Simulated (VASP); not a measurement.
Input of a VASP 6.6.1 run:

INCAR

```
  ALGO = Normal
  EDIFF = 1E-6
  ENCUT = 520
  GGA = PE
  ISIF = 2
  ISMEAR = -1
  LASPH = T
  LCHARG = T
  LELF = T
  LREAL = F
  LVHAR = T
  LWAVE = F
  NBANDS = 12
  NELM = 80
  PREC = Accurate
  SIGMA = 0.1
```

KPOINTS

```
k-points
0
Gamma
  14 14 14
```

The input POSCAR:

```
Ta
1.0
   -1.6060164770      1.6060164770      1.6060164770
    1.6060164770     -1.6060164770      1.6060164770
    1.6060164770      1.6060164770     -1.6060164770
Ta
1
Direct
    0.0000000000      0.0000000000      0.0000000000
```

Potentials or basis: VASP PAW PBE potentials, release 64 (Ta_pv).

The run is started by

```console
$ cat potpaw_PBE.64/Ta_pv/POTCAR > POTCAR
$ mpirun -np 1 vasp_std > vasp.out
```

Task: Predict the pressure.

Result: 23.9 GPa.
